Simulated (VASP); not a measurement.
**Ga2O3: single point with r2SCAN**

Ga2O3:

```
Ga O
1.0
     2.49226    1.43891    4.48064
    -2.49226    1.43891    4.48064
     0.00000   -2.87781    4.48064
Ga O
4 6
Direct
  0.85543 0.85543 0.85543
  0.35543 0.35543 0.35543
  0.14457 0.14457 0.14457
  0.64457 0.64457 0.64457
  0.44637 0.05363 0.75000
  0.05363 0.75000 0.44637
  0.55363 0.94637 0.25000
  0.25000 0.55363 0.94637
  0.94637 0.25000 0.55363
  0.75000 0.44637 0.05363
```

```yaml
Program: VASP 6.6.1
Task: single point
Functional: r2SCAN
Potentials_or_basis: VASP PAW PBE potentials, release 64 (Ga_d, O)
Cutoff: 520 eV
k_mesh: 6 × 6 × 6
Occupations: gaussian, width 0.01 eV
Spin: no spin polarisation
Dipole_correction: no
Further_INCAR_settings: ALGO = Normal; EDIFF = 1e-07; NBANDS = 55
```

- Pressure: 1.9 GPa
- Largest force: 0.041 eV/Å
- Band gap on the k mesh: 3.54 eV (least direct gap 3.80 eV)

Forces on the atoms (eV/Å):
```
Ga   0.000  0.000 -0.034
Ga   0.000  0.000 -0.034
Ga   0.000  0.000  0.034
Ga   0.000  0.000  0.034
O    0.041  0.000  0.000
O   -0.021 -0.036  0.000
O   -0.041  0.000  0.000
O    0.021 -0.036  0.000
O    0.021  0.036  0.000
O   -0.021  0.036  0.000
```

Stress tensor (GPa, compression positive):
```
2.14 0.00 0.00
0.00 2.14 0.00
0.00 0.00 1.46
```

Levels at points of the mesh, in eV from the valence-band top:
```tsv
k point	band 40	band 41	band 42	band 43	band 44	band 45	band 46	band 47	band 48	band 49
(0.00, 0.00, 0.00)	-0.32	-0.31	-0.31	-0.26	-0.26	3.54	7.50	7.66	9.78	11.11
(0.50, 0.00, 0.00)	-1.19	-1.00	-1.00	-0.16	-0.16	7.21	7.21	7.54	7.54	10.78
(0.50, 0.50, 0.00)	-1.03	-0.87	-0.70	-0.25	-0.14	7.37	7.56	8.43	8.58	9.63
(0.50, 0.50, 0.50)	-1.50	-0.30	-0.30	-0.30	-0.30	6.64	6.64	8.72	8.72	10.32
```

It took 7 min on 1 thread of Intel(R) Xeon(R) 6975P-C (Granite Rapids), with other jobs on the host, peak memory 0.32 GiB.

Caveat: the PAW data sets were made with another functional, which shifts forces and pressure a little. A k mesh can miss the band edges.
